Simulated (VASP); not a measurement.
# Pd (P6_3/mmc) in VASP: further runs

The runs below take Pd through single point, with PBE, r2SCAN.

All numbers are computed with VASP 6.6.1; they aren't measurements. Logs are shortened: lines on timing, memory, paths and dates and some standing lists are left out, and cuts for length are marked.

**1. The cell of the first run**

The structure is hexagonal, space group P6_3/mmc (No. 194). Conventional cell: a = 2.784 Å, b = 2.784 Å, c = 4.629 Å, α = 90.00°, β = 90.00°, γ = 120.00°. Within 3.7 Å of Pd (site symmetry -6m2) lie 12 Pd at 2.78 to 2.82 Å.

**2. Single point, PBE**

INCAR

```
SYSTEM = Pd
PREC     = Accurate       ! precision mode
ENCUT    = 520            ! plane-wave cutoff, eV
EDIFF    = 1E-6           ! SCF threshold, eV
ISMEAR   = 0              ! smearing method
SIGMA    = 0.016          ! smearing width, eV
LREAL    = .False.        ! projectors in reciprocal space
LASPH    = .True.         ! aspherical terms in the spheres
NELM     = 100            ! most SCF steps
ALGO     = Fast           ! electronic algorithm
ISIF     = 2              ! what is computed and relaxed
LWAVE    = .False.        ! write WAVECAR
LCHARG   = .False.        ! write CHGCAR
GGA      = PE             ! functional
NBANDS   = 17             ! bands
```

KPOINTS

```
regular mesh
0
Gamma
  11 11 6
  0 0 0
```

POSCAR

```
Pd
1.0
    2.7836650458      0.0000000000      0.0000000000
   -1.3918325229      2.4107246453      0.0000000000
    0.0000000000      0.0000000000      4.6288930000
Pd
2
Direct
    0.3333333333      0.6666666667      0.2500000000
    0.6666666667      0.3333333333      0.7500000000
```

Potentials or basis: VASP PAW PBE potentials, release 64 (Pd).

Run with:

```sh
> cat potpaw_PBE.64/Pd/POTCAR > POTCAR
> mpirun -np 1 vasp_std > vasp.out
```

OUTCAR:

```text
SYSTEM = Pd
   PREC = Accurate
   ENCUT = 520
   EDIFF = 1E-6
   ISMEAR = 0
   LREAL = .False.
   LASPH = .True.
   NELM = 100
   ISIF = 2
   GGA = PE

 ion  position               nearest neighbor table
   1  0.333  0.667  0.250-   2 2.82   2 2.82   2 2.82   2 2.82   2 2.82   2 2.82
   2  0.667  0.333  0.750-   1 2.82   1 2.82   1 2.82   1 2.82   1 2.82   1 2.82

  LATTYP: Found a hexagonal cell.
 ALAT       =     2.7836650458
 C/A-ratio  =     1.6628771507

  Lattice vectors:

 A1 = (   2.7836650458,   0.0000000000,   0.0000000000)
 A2 = (  -1.3918325229,   2.4107246453,   0.0000000000)
 A3 = (   0.0000000000,   0.0000000000,   4.6288930000)

Analysis of symmetry for initial positions (statically):
=====================================================================
 Subroutine PRICEL returns:
 Original cell was already a primitive cell.

 Routine SETGRP: Setting up the symmetry group for a
 hexagonal supercell.

 Subroutine GETGRP returns: Found 24 space group operations
 (whereof 12 operations were pure point group operations)
 out of a pool of 24 trial point group operations.

The static configuration has the point symmetry D_3d.
 The point group associated with its full space group is D_6h.

Analysis of symmetry for dynamics (positions and initial velocities):
=====================================================================
 Subroutine PRICEL returns:
 Original cell was already a primitive cell.

 Routine SETGRP: Setting up the symmetry group for a
 hexagonal supercell.

 Subroutine GETGRP returns: Found 24 space group operations
 (whereof 12 operations were pure point group operations)
 out of a pool of 24 trial point group operations.

The dynamic configuration has the point symmetry D_3d.
 The point group associated with its full space group is D_6h.

 Subroutine INISYM returns: Found 24 space group operations
 (whereof 12 operations are pure point group operations),
 and found     1 'primitive' translations

----------------------------------------------------------------------------------------

                                     Primitive cell

  volume of cell :      31.0629

  direct lattice vectors                    reciprocal lattice vectors
     2.783665046  0.000000000  0.000000000     0.359238624  0.207406516  0.000000000
    -1.391832523  2.410724645  0.000000000     0.000000000  0.414813032  0.000000000
     0.000000000  0.000000000  4.628893000     0.000000000  0.000000000  0.216034374

  length of vectors
     2.783665046  2.783665046  4.628893000     0.414813032  0.414813032  0.216034374

  position of ions in fractional coordinates (direct lattice)
     0.333333333  0.666666667  0.250000000
     0.666666667  0.333333333  0.750000000

  ion indices of the primitive-cell ions
   primitive index   ion index
                 1           1
                 2           2

----------------------------------------------------------------------------------------

 KPOINTS: regular mesh

Automatic generation of k-mesh.
 Grid dimensions read from file:
 generate k-points for:   11   11    6

 Generating k-lattice:

  Cartesian coordinates                     Fractional coordinates (reciprocal lattice)
     0.032658057  0.018855138  0.000000000     0.090909091  0.000000000  0.000000000
     0.000000000  0.037710276  0.000000000     0.000000000  0.090909091  0.000000000
     0.000000000  0.000000000  0.036005729     0.000000000  0.000000000  0.166666667

  Length of vectors
     0.037710276  0.037710276  0.036005729

  Shift w.r.t. Gamma in fractional coordinates (k-lattice)
     0.000000000  0.000000000  0.000000000

 Subroutine IBZKPT returns following result:
 ===========================================

 Found     64 irreducible k-points:

 Following reciprocal coordinates:
            Coordinates               Weight
  0.000000  0.000000  0.000000      1.000000
  0.090909  0.000000  0.000000      6.000000
  0.181818  0.000000  0.000000      6.000000
  0.272727  0.000000  0.000000      6.000000
  0.363636  0.000000  0.000000      6.000000
  0.454545  0.000000  0.000000      6.000000
[... 16 lines left out ...]
  0.090909  0.090909  0.166667     12.000000
  0.181818  0.090909  0.166667     24.000000
 [... further k-points ...]
   k-points           NKPTS =     64   k-points in BZ     NKDIM =     64   number of bands    NBANDS=     17
   number of dos      NEDOS =    301   number of ions     NIONS =      2
   total plane-waves  NPLWV =  20736
   dimension x,y,z NGX =    24 NGY =   24 NGZ =   36
   dimension x,y,z NGXF=    48 NGYF=   48 NGZF=   72
   ions per type =               2
   NGX,Y,Z   is equivalent  to a cutoff of  14.33, 14.33, 12.93 a.u.
   NGXF,Y,Z  is equivalent  to a cutoff of  28.67, 28.67, 25.86 a.u.
 SYSTEM =  Pd
   PREC   = accura    normal or accurate (medium, high low for compatibility)
   ISTART =      0    job   : 0-new  1-cont  2-samecut
   ICHARG =      2    charge: 1-file 2-atom 10-const
   ISPIN  =      1    spin polarized calculation?
   LNONCOLLINEAR =      F non collinear calculations
   LSORBIT =      F    spin-orbit coupling
   LASPH  =      T    aspherical Exc in radial PAW
   ENCUT  =  520.0 eV  38.22 Ry    6.18 a.u.   5.18  5.18  8.61*2*pi/ulx,y,z
   NELM   =    100;   NELMIN=  2; NELMDL= -5     # of ELM steps
   EDIFF  = 0.1E-05   stopping-criterion for ELM
   LREAL  =      F    real-space projection
   EDIFFG = 0.1E-04   stopping-criterion for IOM
   NSW    =      0    number of steps for IOM
   IBRION =     -1    ionic relax: 0-MD 1-quasi-New 2-CG
   NFREE  =      0    steps in history (QN), initial steepest desc. (CG)
   ISIF   =      2    stress and relaxation
   ISYM   =      2    0-nonsym 1-usesym 2-fastsym
   POTIM  = 0.5000    time-step for ionic-motion
   TEBEG  =    0.0;   TEEND  =   0.0 temperature during run
   PSTRESS=    0.0 pullay stress
   NELECT =      20.0000    total number of electrons
   NUPDOWN=      -1.0000    fix difference up-down
   EMIN   =  10.00;   EMAX   =-10.00  energy-range for DOS
   EFERMI =   0.00;   METHOD = LEGACY
   ISMEAR =     0;   SIGMA  =   0.02  broadening in eV -4-tet -1-fermi 0-gaus
   EFERMI_NEDOS =   21; number of points for ismear=-14 and -15
   IALGO  =     68    algorithm
   IMIX   =      4    mixing-type and parameters
     AMIX     =   0.40;   BMIX     =  1.00
     AMIX_MAG =   1.60;   BMIX_MAG =  1.00
  volume/ion in A,a.u.               =      15.53       104.81
  Fermi-wavevector in a.u.,A,eV,Ry     =   1.413636  2.671385 27.189429  1.998367
  Thomas-Fermi vector in A             =   2.535261
   LORBIT       =      0    0 simple, 1 ext, 2 COOP (PROOUT), +10 PAW based schemes
   GGA     = PE    functional components
   LHFCALC =     F    Hartree Fock is set to
   AEXX    =    0.0000 exact exchange contribution
   IVDW    =     0    specifies the selected vdW correction
   LEPSILON=     F    determine dielectric tensor
   LRPA    =     F    only Hartree local field effects (RPA)
 non-spin polarized calculation
 RMM-DIIS sequential band-by-band and
 Gauss-broadening in eV      SIGMA  =   0.02
  energy-cutoff  :      520.00
  volume of cell :       31.06
 maximum number of plane-waves:       849
 NGX is ok and might be reduce to    24
   NGX = 11   NGY = 11   NGZ = 17

 number of electron      20.0000008 magnetization

 Free energy of the ion-electron system (eV)
  ---------------------------------------------------
  ext. energy  EPLUGINS =         0.00000000
  ---------------------------------------------------
  free energy    TOTEN  =       -10.35109407 eV

  energy without entropy =      -10.35038692  energy(sigma->0) =      -10.35074050

 E-fermi :   8.9262     XC(G=0): -12.8638

 val. band max:        8.9176118955   @ k =   0.4545   0.0000   0.1667
 cond. band min:       8.9307879661   @ k =   0.4545   0.0909   0.0000
 fundamental gap:      0.0131760706
 Fermi energy:         8.9262394782

 k-point     1 :       0.0000    0.0000    0.0000
  band No.  band energies     occupation
      1       2.1885      2.00000
      2       4.0181      2.00000
      3       6.2291      2.00000
      4       6.4081      2.00000
      5       6.4081      2.00000
      6       6.7345      2.00000
[... 9 lines left out ...]
     16      28.3869      0.00000
     17      30.6937      0.00000

 k-point     2 :       0.0909    0.0000    0.0000
  band No.  band energies     occupation
      1       2.4456      2.00000
      2       4.1969      2.00000
      3       6.0759      2.00000
      4       6.5298      2.00000
      5       6.5761      2.00000
      6       6.6673      2.00000
[... 9 lines left out ...]
     16      27.8960      0.00000
     17      29.1684      0.00000

 k-point     3 :       0.1818    0.0000    0.0000
  band No.  band energies     occupation
      1       3.1498      2.00000
      2       4.5849      2.00000
      3       5.8437      2.00000
      4       6.3930      2.00000
      5       6.4228      2.00000
      6       6.9723      2.00000
[... 9 lines left out ...]
     16      27.6574      0.00000
     17      28.1715      0.00000

 k-point     4 :       0.2727    0.0000    0.0000
  band No.  band energies     occupation
      1       3.9979      2.00000
      2       4.6625      2.00000
      3       5.5496      2.00000
      4       6.0118      2.00000
      5       6.3964      2.00000
      6       6.7672      2.00000
[... 9 lines left out ...]
     16      26.0594      0.00000
     17      27.4724      0.00000

 k-point     5 :       0.3636    0.0000    0.0000
  band No.  band energies     occupation
      1       4.3008      2.00000
      2       4.5314      2.00000
      3       4.9491      2.00000
      4       6.5454      2.00000
      5       6.5930      2.00000
      6       6.7502      2.00000
[... 9 lines left out ...]
     16      24.1367      0.00000
     17      24.6562      0.00000

 k-point     6 :       0.4545    0.0000    0.0000
  band No.  band energies     occupation
      1       4.1587      2.00000
      2       4.5229      2.00000
      3       4.6416      2.00000
      4       6.4228      2.00000
      5       6.6444      2.00000
      6       6.9144      2.00000
[... 9 lines left out ...]
     16      22.2214      0.00000
     17      22.5767      0.00000

 k-point     7 :       0.0909    0.0909    0.0000
  band No.  band energies     occupation
      1       2.9319      2.00000
      2       4.5021      2.00000
      3       5.8491      2.00000
      4       6.5234      2.00000
      5       6.7038      2.00000
      6       6.7197      2.00000
[... 9 lines left out ...]
     16      28.3567      0.00000
     17      28.9367      0.00000

 k-point     8 :       0.1818    0.0909    0.0000
  band No.  band energies     occupation
      1       3.7629      2.00000
      2       4.8327      2.00000
      3       5.6558      2.00000
      4       5.8825      2.00000
      5       6.3969      2.00000
      6       6.6747      2.00000
[... 9 lines left out ...]
     16      26.9854      0.00000
     17      28.4874      0.00000
[... 203 lines left out ...]
      1       3.3428      2.00000
      2       4.6572      2.00000
      3       5.8801      2.00000
      4       6.1566      2.00000
      5       6.3072      2.00000
      6       6.8517      2.00000
[... 9 lines left out ...]
     16      27.1823      0.00000
     17      27.5131      0.00000

 k-point    20 :       0.2727    0.0000    0.1667
  band No.  band energies     occupation
      1       4.0637      2.00000
      2       4.7470      2.00000
      3       5.5459      2.00000
      4       5.9168      2.00000
      5       6.3003      2.00000
      6       6.8369      2.00000
[... 9 lines left out ...]
     16      25.2106      0.00000
     17      27.2725      0.00000

 k-point    21 :       0.3636    0.0000    0.1667
  band No.  band energies     occupation
      1       4.2329      2.00000
      2       4.4827      2.00000
      3       5.2424      2.00000
      4       5.8536      2.00000
      5       6.6637      2.00000
      6       6.7859      2.00000
[... 9 lines left out ...]
     16      23.6026      0.00000
     17      25.7599      0.00000

 k-point    22 :       0.4545    0.0000    0.1667
  band No.  band energies     occupation
      1       4.1578      2.00000
      2       4.2457      2.00000
      3       5.0870      2.00000
      4       5.8621      2.00000
      5       6.5565      2.00000
      6       7.0253      2.00000
[... 9 lines left out ...]
     16      22.6674      0.00000
     17      23.7182      0.00000

 k-point    23 :       0.0909    0.0909    0.1667
  band No.  band energies     occupation
      1       3.1397      2.00000
      2       4.5678      2.00000
      3       5.8880      2.00000
      4       6.2619      2.00000
      5       6.4056      2.00000
      6       6.7595      2.00000
[... 9 lines left out ...]
     16      27.7007      0.00000
     17      27.9324      0.00000

 k-point    24 :       0.1818    0.0909    0.1667
  band No.  band energies     occupation
      1       3.9031      2.00000
      2       4.9212      2.00000
      3       5.6364      2.00000
      4       5.8169      2.00000
      5       6.2649      2.00000
      6       6.7045      2.00000
[... 9 lines left out ...]
     16      26.3046      0.00000
     17      27.6076      0.00000

 [... further k-points ...]
[... 5 lines left out ...]
  --------------------------------------------------------------------------------------
  -------------------------------------------------------------------------------------
  Total       -0.3604221     -0.3604221     -0.2882733     -0.0000000      0.0000000      0.0000000
  in kB      -18.5900382    -18.5900382    -14.8687073     -0.0000000      0.0000000      0.0000000
  external PRESSURE =     -17.3495945 kB  Pullay stress =       0.0000000 kB

 VOLUME and BASIS-vectors are now :
 -----------------------------------------------------------------------------
  energy-cutoff  :      520.00
  volume of cell :       31.06
      direct lattice vectors                 reciprocal lattice vectors
     2.783665046  0.000000000  0.000000000     0.359238624  0.207406516  0.000000000
    -1.391832523  2.410724645  0.000000000     0.000000000  0.414813032  0.000000000
     0.000000000  0.000000000  4.628893000     0.000000000  0.000000000  0.216034374

 POSITION                                       TOTAL-FORCE (eV/Angst)
 -----------------------------------------------------------------------------------
     -0.00000      1.60715      1.15722         0.000000     -0.000000      0.000000
      1.39183      0.80357      3.47167        -0.000000      0.000000      0.000000
 -----------------------------------------------------------------------------------
    total drift:                               -0.000000      0.000000     -0.000000

  FREE ENERGIE OF THE ION-ELECTRON SYSTEM (eV)
  ---------------------------------------------------
  free  energy   TOTEN  =       -10.3510940727 eV

  energy  without entropy=      -10.3503869196  energy(sigma->0) =      -10.35074050
```

Run time: 17 s. Hardware: 1 thread of Intel Xeon Platinum 8488C (Sapphire Rapids), shared host; peak memory 0.17 GiB.

Results:

```yaml
Free_energy: -10.3511 eV
Pressure: -1.7 GPa
Band_gap_on_the_k_mesh: zero (band 10 reaches 9.07 eV, above the bottom of band 11 at 8.28 eV)
```

**3. Single point, PBE**

INCAR

```
PREC = Accurate
ENCUT = 520
EDIFF = 1E-7
ISMEAR = 0
SIGMA = 0.020999999999999998
LREAL = F
LASPH = T
NELM = 60
ALGO = Normal
ISIF = 2
LWAVE = F
LCHARG = T
GGA = PE
LELF = T
LVHAR = T
NBANDS = 17
```

KPOINTS

```
regular mesh
0
Gamma
  11 11 6
```

POSCAR is that of step 2.

Potentials or basis: VASP PAW PBE potentials, release 64 (Pd).

Run with:

```sh
> cat potpaw_PBE.64/Pd/POTCAR > POTCAR
> mpirun -np 1 vasp_std > vasp.out
```

It took 18 s on 1 thread of Intel Xeon Platinum 8488C (Sapphire Rapids), shared host; peak memory 0.17 GiB.

It converged, with:

| Item | Value |
| --- | --- |
| Free energy | -10.3514 eV |
| Pressure | -1.8 GPa |
| Band gap on the k mesh | zero (band 10 reaches 9.07 eV, above the bottom of band 11 at 8.28 eV) |

Stress tensor (GPa, compression positive):
```
-1.96  0.00  0.00
 0.00 -1.96  0.00
 0.00  0.00 -1.54
```

Levels at points of the mesh, in eV from the Fermi level:
```tsv
k point	band 8	band 9	band 10	band 11	band 12	band 13
(0.00, 0.00, 0.00)	-1.54	-1.54	-0.21	-0.21	0.99	6.66
(0.00, 0.00, 0.50)	-2.56	-0.64	-0.64	-0.64	-0.64	13.73
```

**4. Single point, PBE**

INCAR

```
PREC     = Accurate       # precision mode
ENCUT    = 520            # plane-wave cutoff, eV
EDIFF    = 1E-6           # SCF threshold, eV
ISMEAR   = 0              # smearing method
SIGMA    = 0.022          # smearing width, eV
LREAL    = False          # projectors in reciprocal space
LASPH    = True           # aspherical terms in the spheres
NELM     = 60             # most SCF steps
ALGO     = Normal         # electronic algorithm
ISIF     = 2              # what is computed and relaxed
LWAVE    = False          # write WAVECAR
LCHARG   = False          # write CHGCAR
GGA      = PE             # functional
NBANDS   = 17             # bands
```

KPOINTS is that of step 3.

POSCAR is that of step 3.

Run with:

```sh
> cat potpaw_PBE.64/Pd/POTCAR > POTCAR
> mpirun -np 1 vasp_std > vasp.out
```

It took 16 s on 1 thread of Intel Xeon Platinum 8488C (Sapphire Rapids), shared host; peak memory 0.17 GiB.

The run converged. Its results:

```
Free energy            : -10.3514 eV
Pressure               : -1.8 GPa
Band gap on the k mesh : zero (band 10 reaches 9.07 eV, above the bottom of band 11 at 8.28 eV)
```

Stress tensor (GPa, compression positive):
```
-1.97  0.00  0.00
 0.00 -1.97  0.00
 0.00  0.00 -1.54
```

Levels at points of the mesh, in eV from the Fermi level:
```csv
k point,band 8,band 9,band 10,band 11,band 12,band 13
"(0.00, 0.00, 0.00)",-1.54,-1.54,-0.22,-0.22,0.99,6.66
"(0.00, 0.00, 0.50)",-2.56,-0.64,-0.64,-0.64,-0.64,13.73
```

**5. Single point, r2SCAN, non-collinear spin, zero start, spin-orbit coupling**

POSCAR is that of step 4.

INCAR.step1

```
ALGO = Normal ; EDIFF = 1E-4
ENCUT = 520 ; GGA = PE
GGA_COMPAT = F ; ISMEAR = -1
LASPH = T ; LCHARG = F
LMAXMIX = 4 ; LREAL = F
LSORBIT = T ; LWAVE = T
MAGMOM = 0 0 0 0 0 0 ; NBANDS = 32
NELM = 150 ; PREC = Accurate
SIGMA = 0.05
```

INCAR.step2

```
ALGO = Normal ; EDIFF = 1E-7
ENCUT = 520 ; GGA_COMPAT = F
ISIF = 2 ; ISMEAR = -1
ISTART = 1 ; LASPH = T
LCHARG = F ; LMAXMIX = 4
LMIXTAU = T ; LORBIT = 11
LORBMOM = T ; LREAL = F
LSORBIT = T ; LWAVE = F
MAGMOM = 0 0 0 0 0 0 ; METAGGA = R2SCAN
NBANDS = 32 ; NELM = 150
PREC = Accurate ; SIGMA = 0.05
```

KPOINTS

```
k-points
0
Gamma
  8 8 5
```

Run with:

```sh
> cat potpaw_PBE.64/Pd/POTCAR > POTCAR
> cp INCAR.step1 INCAR
> mpirun -np 1 vasp_ncl > vasp.out
> cp INCAR.step2 INCAR
> mpirun -np 1 vasp_ncl > vasp.out
```

Wall time 3.8 min (1 thread of Intel Xeon Platinum 8488C (Sapphire Rapids), shared host); peak memory 0.29 GiB.

It converged, with:

```yaml
Free_energy: -45.9022 eV
Pressure: -5.1 GPa
Net_moment: 0.00 μB per cell
Valence_electrons_inside_the_program's_atomic_spheres: Pd 9.38
```

Stress tensor (GPa, compression positive):
```
-5.73  0.00  0.00
 0.00 -5.73  0.00
 0.00  0.00 -3.79
```

Moments on the atoms (μB; x, y, z):
```
Pd  0.00 0.00 0.00
Pd  0.00 0.00 0.00
```

Caveat: the PAW data sets were made with another functional, which shifts forces and pressure a little.

**6. Summary**

```csv
level,spin,k mesh,smearing,gap on the mesh (eV),pressure (GPa)
PBE,off,11 × 11 × 6,gaussian 0.016 eV,none,-1.7
PBE,off,11 × 11 × 6,gaussian 0.021 eV,none,-1.8
PBE,off,11 × 11 × 6,gaussian 0.022 eV,none,-1.8
r2SCAN,"non-collinear, zero start, SOC",8 × 8 × 5,fermi-dirac 0.05 eV,-,-5.1
```

Alike in all rows: task single point; potentials or basis VASP PAW PBE potentials, release 64 (Pd); cell as given; cutoff (eV) 520.

Every run on the cell as given and a fine mesh finds a metal. The pressure there spans -5.1 GPa (r2SCAN) to -1.7 GPa (PBE); a positive pressure means that this level wants a larger cell, a negative one a smaller.

Caveats: the PAW data sets were made with another functional, which shifts forces and pressure a little (some runs).

Absolute energies hang on the potentials; compare differences alone.
